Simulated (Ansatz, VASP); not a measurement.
# K in VASP and in Ansatz

```
K
1.0
    -2.52461    2.52461    2.52461
     2.52461   -2.52461    2.52461
     2.52461    2.52461   -2.52461
K
1
Direct
  0.00000 0.00000 0.00000
```

Alike in both runs: functional LDA; k mesh 16 × 16 × 16; occupations fermi-dirac, width 0.08 eV; no spin polarisation.

Ansatz relaxed the structure, and its values are those at the end. VASP's run is a single point on that final structure, the one shown.

|  | VASP | Ansatz |
| --- | --- | --- |
| version | VASP 6.6.1 | Ansatz 0.2.0 |
| potentials or method | VASP PAW LDA potentials, release 64 (K_sv) | PAW with Ansatz's default frozen-core files, scalar-relativistic |
| plane-wave cutoff (eV) | 520 | 420 |
| valence electrons in the cell | 9 | 9 |

```tsv
	VASP	Ansatz	Ansatz less VASP
pressure (GPa)	0.0	0.0	+0.02
```

LDA's correlation is that of Perdew and Zunger in VASP and of Perdew and Wang (1992) in Ansatz.
